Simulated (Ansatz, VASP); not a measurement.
Given: the input of a run of VASP 6.6.1 on PbS.

The input INCAR:

```
SYSTEM = PbS
PREC = Accurate
ENCUT = 520
EDIFF = 1E-6
ISMEAR = 0
SIGMA = 0.02
LREAL = .FALSE.
LASPH = .TRUE.
NELM = 150
ALGO = Normal
ISIF = 2
LWAVE = .FALSE.
LCHARG = .FALSE.
ISPIN = 2
MAGMOM = 0.5 0
LORBIT = 11
GGA = PE
NBANDS = 21
```

File KPOINTS:

```
Automatic mesh
0
G
  8 8 8
  0 0 0
```

File POSCAR:

```
PbS
1.0
    0.0000000000      3.0239167281      3.0239167281
    3.0239167281      0.0000000000      3.0239167281
    3.0239167281      3.0239167281      0.0000000000
Pb S
1 1
Direct
    0.0000000000      0.0000000000      0.0000000000
    0.5000000000      0.5000000000      0.5000000000
```

Potentials or basis: VASP PAW PBE potentials, release 64 (Pb_d, S).

The run is started by

```sh
$ cat potpaw_PBE.64/Pb_d/POTCAR potpaw_PBE.64/S/POTCAR > POTCAR
$ mpirun -np 1 vasp_std > vasp.out
```

**Question.** Translate it to Ansatz 0.2.0. Potentials there: Ansatz PAW.

**Answer.** As run (the cutoff follows the program's own potentials):

File input.yaml:

```yaml
crystal:
  lattice:
    - [0.0, 3.0239167281, 3.0239167281]
    - [3.0239167281, 0.0, 3.0239167281]
    - [3.0239167281, 3.0239167281, 0.0]
  atoms:
    - { symbol: Pb, position: [0.0, 0.0, 0.0], spin: 0.5 }
    - { symbol: S, position: [0.5, 0.5, 0.5] }
hamiltonian:
  xc: pbe
  pseudopotentials: { kind: paw, core: small }
magnetization:
  spin_polarized: true
kpoints:
  mp_grid: { grid: [8, 8, 8] }
scf:
  occupations: { method: gaussian, width: 0.02 }
output:
  forces: true
  stress: true
  eigenvalues: true
```

Potentials or basis: Ansatz PAW.

The run is started by

```console
$ ansatz run input.yaml --threads 1 --pin off --max-ram 2560MiB --backend cpu --events-out ev --progress --plain --runs-dir out
```

Both were run:

|  | VASP | Ansatz | Ansatz less VASP |
| --- | --- | --- | --- |
| gap on the k mesh at the Fermi level (eV) | 0.56 | 0.55 | -0.006 |
| least direct gap on the mesh (eV) | 0.56 | 0.55 | -0.006 |
| pressure (GPa) | -1.1 | -1.0 | +0.07 |
| net moment per atom (μB) | 0.00 | 0.00 | 0.000 |

The functional is the same, so the differences come from potentials, cutoffs and numerics.

Spin-orbit coupling is off throughout.
